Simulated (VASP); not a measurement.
# Pd12S in VASP: a series of runs, part 2 of 2

VASP 6.6.1. Earlier steps stand in the parts before.

## (4) Single point, LDA

INCAR reads:

```
SYSTEM = Pd12S
PREC = Accurate
ENCUT = 520
EDIFF = 1E-7
ISMEAR = 0
SIGMA = 0.1
LREAL = .FALSE.
LASPH = .TRUE.
NELM = 80
ALGO = Normal
ISIF = 2
LWAVE = .FALSE.
LCHARG = .TRUE.
LDIPOL = .TRUE.
IDIPOL = 3
DIPOL = 0.5 0.5 0.326
LELF = .TRUE.
LVHAR = .TRUE.
LVACPOTAV = .TRUE.
NBANDS = 75
```

KPOINTS reads:

```
Automatic mesh
0
G
  6 6 1
  0 0 0
```

POSCAR reads:

```
Pd12S
1.0
    5.4294429595      0.0000000000      0.0000000000
   -2.7147214798      4.7020355313      0.0000000000
    0.0000000000      0.0000000000     19.9331216116
Pd S
12 1
Direct
    0.3333333333      0.1666666667      0.2006710277
    0.3333333333      0.6666666667      0.2006710277
    0.8333333333      0.1666666667      0.2006710277
    0.8333333333      0.6666666667      0.2006710277
    0.1666666667      0.3333333333      0.3118709115
    0.1666666667      0.8333333333      0.3118709115
    0.6666666667      0.3333333333      0.3118709115
    0.6666666667      0.8333333333      0.3118709115
    0.0000000000      0.0000000000      0.4230707952
    0.0000000000      0.5000000000      0.4230707952
    0.5000000000      0.0000000000      0.4230707952
    0.5000000000      0.5000000000      0.4230707952
    0.3333333333      0.1666666667      0.5013904263
```

Potentials or basis: VASP PAW LDA potentials, release 64 (Pd, S).

On the command line:

```
cat potpaw_LDA.64/Pd/POTCAR potpaw_LDA.64/S/POTCAR > POTCAR
mpirun -np 1 vasp_std > vasp.out
```

OUTCAR:

```text
SYSTEM = Pd12S
   PREC = Accurate
   ENCUT = 520
   EDIFF = 1E-7
   ISMEAR = 0
   LREAL = .FALSE.
   LASPH = .TRUE.
   NELM = 80
   ISIF = 2

 ion  position               nearest neighbor table
   1  0.333  0.167  0.201-   4 2.71   4 2.71   3 2.71   3 2.71   2 2.71   2 2.71   5 2.71   7 2.71
                             6 2.71
   2  0.333  0.667  0.201-   3 2.71   3 2.71   4 2.71   4 2.71   1 2.71   1 2.71   6 2.71   8 2.71
                             5 2.71
   3  0.833  0.167  0.201-   2 2.71   2 2.71   1 2.71   1 2.71   4 2.71   4 2.71   7 2.71   5 2.71
                             8 2.71
   4  0.833  0.667  0.201-   1 2.71   1 2.71   2 2.71   2 2.71   3 2.71   3 2.71   8 2.71   6 2.71
                             7 2.71
   5  0.167  0.333  0.312-  12 2.71   9 2.71  10 2.71   8 2.71   8 2.71   7 2.71   7 2.71   6 2.71
                             6 2.71   1 2.71   3 2.71   2 2.71
   6  0.167  0.833  0.312-  11 2.71  10 2.71   9 2.71   7 2.71   7 2.71   8 2.71   8 2.71   5 2.71
                             5 2.71   2 2.71   4 2.71   1 2.71
   7  0.667  0.333  0.312-  10 2.71  11 2.71  12 2.71   6 2.71   6 2.71   5 2.71   5 2.71   8 2.71
                             8 2.71   3 2.71   1 2.71   4 2.71
   8  0.667  0.833  0.312-   9 2.71  12 2.71  11 2.71   5 2.71   5 2.71   6 2.71   6 2.71   7 2.71
                             7 2.71   4 2.71   2 2.71   3 2.71
   9  0.000  0.000  0.423-  13 2.21   8 2.71   5 2.71   6 2.71  12 2.71  12 2.71  11 2.71  11 2.71
                            10 2.71  10 2.71
  10  0.000  0.500  0.423-   7 2.71   6 2.71   5 2.71  11 2.71  11 2.71  12 2.71  12 2.71   9 2.71
                             9 2.71
  11  0.500  0.000  0.423-  13 2.21   6 2.71   7 2.71   8 2.71  10 2.71  10 2.71   9 2.71   9 2.71
                            12 2.71  12 2.71
  12  0.500  0.500  0.423-  13 2.21   5 2.71   8 2.71   7 2.71   9 2.71   9 2.71  10 2.71  10 2.71
                            11 2.71  11 2.71
  13  0.333  0.167  0.501-   9 2.21  12 2.21  11 2.21

  LATTYP: Found a hexagonal cell.
 ALAT       =     5.4294429595
 C/A-ratio  =     3.6713014135

  Lattice vectors:

 A1 = (   5.4294429595,   0.0000000000,   0.0000000000)
 A2 = (  -2.7147214798,   4.7020355313,   0.0000000000)
 A3 = (   0.0000000000,   0.0000000000,  19.9331216116)

[... 178 lines left out ...]
  ext. energy  EPLUGINS =         0.00000000
  ---------------------------------------------------
  free energy    TOTEN  =       -78.77704384 eV

  energy without entropy =      -78.65782843  energy(sigma->0) =      -78.71743613

 E-fermi :   0.1327     XC(G=0):  -5.8310

 val. band max:        0.1210456967   @ k =   0.1667   0.0000   0.0000
 cond. band min:       0.1362323789   @ k =   0.0000   0.0000   0.0000
 fundamental gap:      0.0151866822
 Fermi energy:         0.1327388309

 k-point     1 :       0.0000    0.0000    0.0000
  band No.  band energies     occupation
      1     -13.5603      2.00000
      2      -6.6399      2.00000
      3      -6.0785      2.00000
      4      -5.7408      2.00000
      5      -5.7408      2.00000
      6      -5.3753      2.00000
[... 535 lines left out ...]
     74       5.6800      0.00000
     75       5.8727      0.00000

------------------------ aborting loop because EDIFF is reached ----------------------------------------

  FORCE on cell =-STRESS in cart. coord.  units (eV):
  Direction    XX          YY          ZZ          XY          YZ          ZX
  --------------------------------------------------------------------------------------
  -------------------------------------------------------------------------------------
  Total       -6.3486246     -6.3486246      1.6299915      0.0000000      0.0000000      0.0000000
  in kB      -19.9882022    -19.9882022      5.1319146      0.0000000      0.0000000      0.0000000
  external PRESSURE =     -11.6148299 kB  Pullay stress =       0.0000000 kB

 VOLUME and BASIS-vectors are now :
 -----------------------------------------------------------------------------
  energy-cutoff  :      520.00
  volume of cell :      508.88
      direct lattice vectors                 reciprocal lattice vectors
     5.429442960  0.000000000  0.000000000     0.184180957  0.106336925  0.000000000
    -2.714721480  4.702035531  0.000000000     0.000000000  0.212673850  0.000000000
     0.000000000  0.000000000 19.933121612     0.000000000  0.000000000  0.050167757

 POSITION                                       TOTAL-FORCE (eV/Angst)
 -----------------------------------------------------------------------------------
      1.35736      0.78367      4.00000        -0.000000     -0.000000      0.011224
     -0.00000      3.13469      4.00000        -0.057187     -0.033017     -0.134026
      4.07208      0.78367      4.00000        -0.000000      0.066034     -0.134026
      2.71472      3.13469      4.00000         0.057187     -0.033017     -0.134026
      0.00000      1.56735      6.21656        -0.089400      0.051615     -0.167448
     -1.35736      3.91836      6.21656         0.000000     -0.103230     -0.167448
      2.71472      1.56735      6.21656         0.089400      0.051615     -0.167448
      1.35736      3.91836      6.21656        -0.000000     -0.000000      0.550928
      0.00000      0.00000      8.43312        -0.701811     -0.405191      0.071906
     -1.35736      2.35102      8.43312        -0.000000      0.000000      0.061262
      2.71472      0.00000      8.43312         0.701811     -0.405191      0.071906
      1.35736      2.35102      8.43312        -0.000000      0.810382      0.071906
      1.35736      0.78367      9.99428        -0.000000      0.000000      0.065288
 -----------------------------------------------------------------------------------
    total drift:                               -0.000000      0.000000     -0.000016

  FREE ENERGIE OF THE ION-ELECTRON SYSTEM (eV)
  ---------------------------------------------------
  free  energy   TOTEN  =       -78.7770438358 eV

  energy  without entropy=      -78.6578284331  energy(sigma->0) =      -78.71743613

 vacuum level on the upper side and lower side of the slab         5.591         5.829
```

OSZICAR:

```text
N       E                     dE             d eps       ncg     rms          rms(c)
DAV:   1     0.851002526163E+03    0.85100E+03   -0.57328E+04  1050   0.145E+03
DAV:   2    -0.300776354357E+02   -0.88108E+03   -0.83494E+03  1193   0.313E+02
DAV:   3    -0.809513466386E+02   -0.50874E+02   -0.46121E+02  1212   0.693E+01
[... 27 lines left out ...]
DAV:  31    -0.787770423517E+02   -0.14518E-05   -0.48503E-08   730   0.598E-04    0.532E-04
DAV:  32    -0.787770433246E+02   -0.97295E-06   -0.56456E-08   714   0.688E-04    0.229E-04
DAV:  33    -0.787770436219E+02   -0.29728E-06   -0.13400E-08   685   0.249E-04    0.154E-04
DAV:  34    -0.787770437407E+02   -0.11883E-06   -0.84563E-09   672   0.316E-04    0.242E-04
DAV:  35    -0.787770438358E+02   -0.95093E-07   -0.92061E-09   650   0.216E-04
   1 F= -.78777044E+02 E0= -.78717436E+02  d E =-.119215E+00
```

stdout:

```text
POSCAR found type information on POSCAR PdS
 POSCAR found :  2 types and      13 ions
 scaLAPACK will be used
 LDA part: xc-table for (Slater(with rela. corr.)+CA(PZ))
 , standard interpolation
 POSCAR, INCAR and KPOINTS ok, starting setup
 FFT: planning ... GRIDC
 FFT: planning ... GRID_SOFT
 FFT: planning ... GRID
 WAVECAR not read
 entering main loop
 -----------------------------------------------------------------------------
|                                                                             |
|           W    W    AA    RRRRR   N    N  II  N    N   GGGG   !!!           |
|           W    W   A  A   R    R  NN   N  II  NN   N  G    G  !!!           |
|           W    W  A    A  R    R  N N  N  II  N N  N  G       !!!           |
|           W WW W  AAAAAA  RRRRR   N  N N  II  N  N N  G  GGG   !            |
|           WW  WW  A    A  R   R   N   NN  II  N   NN  G    G                |
|           W    W  A    A  R    R  N    N  II  N    N   GGGG   !!!           |
|                                                                             |
|     Did not find any points to average over, which means that no vacuum     |
|     field-free region was found. Please increase the size of  your cell     |
|     in the dimension of the dipole correction to obtain accurate            |
|     workfunction values.                                                    |
|                                                                             |
 -----------------------------------------------------------------------------
```

Wall time 9.8 min (1 thread of Intel Xeon Platinum 8488C (Sapphire Rapids), shared host); peak memory 0.5 GiB.

What came out:

| Quantity | Value |
| --- | --- |
| Free energy | -78.7770 eV |
| Largest force | 0.814 eV/Å |
| Band gap on the k mesh | zero (bands 63 and 64 overlap by 0.48 eV) |

Forces on the atoms (eV/Å):
```
Pd   0.000  0.000  0.011
Pd  -0.057 -0.033 -0.134
Pd   0.000  0.066 -0.134
Pd   0.057 -0.033 -0.134
Pd  -0.089  0.052 -0.167
Pd   0.000 -0.103 -0.167
Pd   0.089  0.052 -0.167
Pd   0.000  0.000  0.551
Pd  -0.702 -0.405  0.072
Pd   0.000  0.000  0.061
Pd   0.702 -0.405  0.072
Pd   0.000  0.810  0.072
S    0.000  0.000  0.065
```

## (5) Summary

```tsv
cell	gap on the mesh (eV)	largest force (eV/Å)
as given, atomic positions A	none	0.88
as given, atomic positions B	none	0.55
as given, atomic positions C	none	0.81
```

Alike in all rows: task single point; level LDA; potentials or basis VASP PAW LDA potentials, release 64 (Pd, S); no spin polarisation; k mesh 6 × 6 × 1; cutoff (eV) 520; smearing gaussian 0.1 eV.

Total energies depend on the potentials used, so only differences within one code and one set of settings carry meaning.
